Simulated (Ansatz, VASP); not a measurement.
**ZnS: VASP beside Ansatz**

```
CELL_PARAMETERS angstrom
-3.84620 0.00000 0.00000
-1.92310 -3.33091 0.00000
-3.36543 -1.94303 18.89858
ATOMIC_POSITIONS crystal
Zn 0.80735 0.80735 0.77065
Zn 0.43235 0.43235 0.27065
Zn 0.23785 0.23785 0.60408
Zn 0.86285 0.86285 0.10408
Zn 0.04336 0.04336 0.93750
Zn 0.66836 0.66836 0.43750
S 0.35944 0.35944 0.39564
S 0.73444 0.73444 0.89564
S 0.22045 0.22045 0.06248
S 0.59545 0.59545 0.56248
S 0.16508 0.16508 0.72884
S 0.79008 0.79008 0.22884
```

Alike in both runs: task single point; functional PBE; k mesh 8 × 8 × 2; occupations gaussian, width 0.05 eV; no spin polarisation.

```csv
,VASP,Ansatz
version,VASP 6.6.1,Ansatz 0.2.0
potentials or method,"VASP PAW PBE potentials, release 64 (Zn, S), cutoff 520 eV","scalar-relativistic, plane waves, PAW"
valence electrons in the cell,108,108
```

Ansatz gave:

* gap on the k mesh at the Fermi level (eV): 1.54
* least direct gap on the mesh (eV): 1.54
* pressure (GPa): -0.5
* traceless stress, the component that is largest in VASP (GPa): 0.55
* rms of the force components (eV/Å): 0.135

Which values does VASP return?

gap on the k mesh at the Fermi level (eV): 1.54; least direct gap on the mesh (eV): 1.54; pressure (GPa): -0.3; traceless stress, the component that is largest in VASP (GPa): 0.55; rms of the force components (eV/Å): 0.137.

Atom by atom the forces differ by 0.003 eV/Å (rms over components). With one functional, cell and mesh, what is left measures potentials, basis and numerics.
